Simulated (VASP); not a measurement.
Write the native input for VASP 6.6.1 that does the following.

| Item | Value |
| --- | --- |
| Task | single point |
| Functional | r2SCAN |
| Potentials or basis | VASP PAW PBE potentials, release 64 (Zn, S) |
| Cutoff | 520 eV |
| k mesh | 6 × 6 × 2 |
| Occupations | gaussian, width 0.05 eV |
| Spin | no spin polarisation |
| Dipole correction | no |
| Further INCAR settings | ALGO = Normal; EDIFF = 1e-06; NBANDS = 46 |

The system is ZnS.

```
Zn S
1.0
     3.92300    0.00000    0.00000
    -1.96150    3.39742    0.00000
     0.00000    0.00000   12.65346
Zn S
4 4
Direct
  0.00000 0.00000 0.00011
  0.00000 0.00000 0.50011
  0.33333 0.66667 0.25007
  0.66667 0.33333 0.75007
  0.00000 0.00000 0.18724
  0.00000 0.00000 0.68724
  0.33333 0.66667 0.43758
  0.66667 0.33333 0.93758
```

This cell differs from its parent crystal: strain +0.030 along x and y, +0.015 along z.

The input as run:

POSCAR

```
ZnS
1.0
    3.9229990227      0.0000000000      0.0000000000
   -1.9614995113      3.3974168126      0.0000000000
    0.0000000000      0.0000000000     12.6534621202
Zn S
4 4
Direct
    0.0000000000      0.0000000000      0.0001143924
    0.0000000000      0.0000000000      0.5001143924
    0.3333333333      0.6666666667      0.2500706174
    0.6666666667      0.3333333333      0.7500706174
    0.0000000000      0.0000000000      0.1872361436
    0.0000000000      0.0000000000      0.6872361436
    0.3333333333      0.6666666667      0.4375788466
    0.6666666667      0.3333333333      0.9375788466
```

INCAR.step1

```
ALGO = Normal
EDIFF = 1E-4
ENCUT = 520
GGA = PE
ISMEAR = 0
LASPH = T
LCHARG = F
LREAL = F
LWAVE = T
NBANDS = 46
NELM = 100
PREC = Accurate
SIGMA = 0.05
```

INCAR.step2

```
ALGO = Normal
EDIFF = 1E-6
ENCUT = 520
ISIF = 2
ISMEAR = 0
ISTART = 1
LASPH = T
LCHARG = F
LMIXTAU = T
LREAL = F
LWAVE = F
METAGGA = R2SCAN
NBANDS = 46
NELM = 100
PREC = Accurate
SIGMA = 0.05
```

KPOINTS

```
k-points
0
Gamma
  6 6 2
```

Potentials or basis: VASP PAW PBE potentials, release 64 (Zn, S).

Command:

```sh
$ cat potpaw_PBE.64/Zn/POTCAR potpaw_PBE.64/S/POTCAR > POTCAR
$ cp INCAR.step1 INCAR
$ mpirun -np 1 vasp_std > vasp.out
$ cp INCAR.step2 INCAR
$ mpirun -np 1 vasp_std > vasp.out
```

It gave:

The pressure is -4.9 GPa, the largest force is 0.080 eV/Å and the band gap on the k mesh is 2.42 eV.

Caveat: the cell differs from its parent crystal (strain +0.030 along x and y, +0.015 along z); the cell stands under tension; the PAW data sets were made with another functional, which shifts forces and pressure a little.

It took 4.5 min on 1 thread of Intel(R) Xeon(R) Platinum 8488C (Sapphire Rapids) (shared host), peak memory 0.35 GiB.
